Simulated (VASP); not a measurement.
Write the native input for VASP 6.6.1 that does the following.

```
Task                   : single point
Functional             : r2SCAN
Potentials or basis    : VASP PAW PBE potentials, release 64 (Ta_pv, K_sv, O)
Cutoff                 : 520 eV
k mesh                 : 7 × 7 × 7
Occupations            : fermi-dirac, width 0.05 eV
Spin                   : no spin polarisation
Hubbard terms          : Ta d U = 1.0 eV
Dipole correction      : no
Further INCAR settings : ALGO = Normal; EDIFF = 1e-07; NBANDS = 27
```

Crystal: KTaO3.

```
Ta K O
1.0
     3.99198    0.00000    0.00000
     0.00000    3.99198    0.00000
     0.00000    0.00000    3.99198
Ta K O
1 1 3
Direct
  0.00000 0.00000 0.00000
  0.50000 0.50000 0.50000
  0.00000 0.00000 0.50000
  0.00000 0.50000 0.00000
  0.50000 0.00000 0.00000
```

The input as run:

POSCAR

```
KTaO3
1.0
    3.9919788884      0.0000000000      0.0000000000
    0.0000000000      3.9919788884      0.0000000000
    0.0000000000      0.0000000000      3.9919788884
Ta K O
1 1 3
Direct
    0.0000000000      0.0000000000      0.0000000000
    0.5000000000      0.5000000000      0.5000000000
    0.0000000000      0.0000000000      0.5000000000
    0.0000000000      0.5000000000      0.0000000000
    0.5000000000      0.0000000000      0.0000000000
```

INCAR.step1

```
ALGO = Normal ; EDIFF = 1E-4
ENCUT = 520 ; GGA = PE
ISMEAR = -1 ; LASPH = T
LCHARG = F ; LDAU = T
LDAUJ = 0 0 0 ; LDAUL = 2 -1 -1
LDAUTYPE = 2 ; LDAUU = 1 0 0
LMAXMIX = 4 ; LREAL = F
LWAVE = T ; NBANDS = 27
NELM = 150 ; PREC = Accurate
SIGMA = 0.05
```

INCAR.step2

```
ALGO = Normal ; EDIFF = 1E-7
ENCUT = 520 ; ISIF = 2
ISMEAR = -1 ; ISTART = 1
LASPH = T ; LCHARG = F
LDAU = T ; LDAUJ = 0 0 0
LDAUL = 2 -1 -1 ; LDAUPRINT = 1
LDAUTYPE = 2 ; LDAUU = 1 0 0
LMAXMIX = 4 ; LMIXTAU = T
LREAL = F ; LWAVE = F
METAGGA = R2SCAN ; NBANDS = 27
NELM = 150 ; PREC = Accurate
SIGMA = 0.05
```

KPOINTS

```
k-points
0
Gamma
  7 7 7
```

Potentials or basis: VASP PAW PBE potentials, release 64 (Ta_pv, K_sv, O).

Run with:

```console
$ cat potpaw_PBE.64/Ta_pv/POTCAR potpaw_PBE.64/K_sv/POTCAR potpaw_PBE.64/O/POTCAR > POTCAR
$ cp INCAR.step1 INCAR
$ mpirun -np 1 vasp_std > vasp.out
$ cp INCAR.step2 INCAR
$ mpirun -np 1 vasp_std > vasp.out
```

It gave:

```json
{
  "Pressure": "1.6 GPa",
  "Band gap on the k mesh": "2.79 eV (least direct gap 3.40 eV)"
}
```

Caveat: the PAW data sets were made with another functional, which shifts forces and pressure a little; spin-orbit coupling is left out, which moves the levels of the heavy elements; an odd mesh through Γ misses points on the zone boundary, where band edges can lie.

It used 100 s of CPU time on 1 thread of AMD EPYC 7R13, on a shared host.
